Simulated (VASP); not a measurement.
Here is a VASP 6.6.1 calculation.

The input INCAR:

```
PREC     = Accurate       # precision mode
ENCUT    = 520            # plane-wave cutoff, eV
EDIFF    = 1E-7           # SCF threshold, eV
ISMEAR   = 0              # smearing method
SIGMA    = 0.15           # smearing width, eV
LREAL    = Auto         
LASPH    = True           # aspherical terms in the spheres
NELM     = 80             # most SCF steps
ALGO     = Normal         # electronic algorithm
ISIF     = 2              # what is computed and relaxed
LWAVE    = False          # write WAVECAR
LCHARG   = False          # write CHGCAR
GGA      = PS             # functional
NBANDS   = 34             # bands
```

KPOINTS

```
Automatic mesh
0
Gamma
  4 4 1
```

POSCAR

```
Be16I
1.0
    4.5800000000      0.0000000000      0.0000000000
    2.2900000000      3.9663960000      0.0000000000
    0.0000000000      0.0000000000     17.3826450000
Be I
16 1
Direct
   -0.1666666667      0.3333333333      0.0575285867
    0.3333333333      0.3333333333      0.0575285867
   -0.1666666667      0.8333333333      0.0575285867
    0.3333333333      0.8333333333      0.0575285867
    0.0020719857      0.0004752425      0.1600957737
    0.4985831790      0.0005004543      0.1601037702
    0.0019854948      0.4972145999      0.1600867992
    0.5008895335      0.4993951688      0.1599063894
   -0.1593276211      0.3293264213      0.2624597120
    0.3321278699      0.3293748279      0.2625132136
   -0.1651023205      0.8322814969      0.2615923526
    0.3322442047      0.8375875732      0.2626232659
   -0.0004202932     -0.0035969681      0.3669947813
    0.5070050075     -0.0037742071      0.3668850166
    0.0000962955      0.5024314264      0.3667745616
    0.5023815187      0.4979291024      0.3562746636
    0.1744577339      0.1580810388      0.4906123895
```

Potentials or basis: VASP PAW PBE potentials, release 64 (Be, I).

The run is started by

```console
$ cat potpaw_PBE.64/Be/POTCAR potpaw_PBE.64/I/POTCAR > POTCAR
$ mpirun -np 1 vasp_std > vasp.out
```

Predict the largest force.

0.060 eV/Å.

Forces on the atoms (eV/Å):
```
Be   0.048 -0.030 -0.017
Be  -0.036 -0.031 -0.016
Be   0.007 -0.007 -0.008
Be   0.006  0.044 -0.016
Be  -0.002 -0.001  0.001
Be   0.001  0.000  0.001
Be   0.000  0.001 -0.001
Be  -0.001  0.000  0.008
Be  -0.001 -0.001 -0.002
Be  -0.002 -0.001 -0.007
Be  -0.001  0.000  0.004
Be  -0.002  0.002 -0.008
Be  -0.006 -0.007 -0.014
Be   0.002 -0.008 -0.006
Be  -0.002  0.001  0.011
Be   0.000  0.004  0.027
I   -0.013  0.035  0.043
```

Caveat: the k points lie up to 0.40 Å⁻¹ apart; the PAW data sets were made with another functional, which shifts forces and pressure a little; an odd number of electrons without spin polarisation forces a metal; a magnetic or distorted state may lie lower.
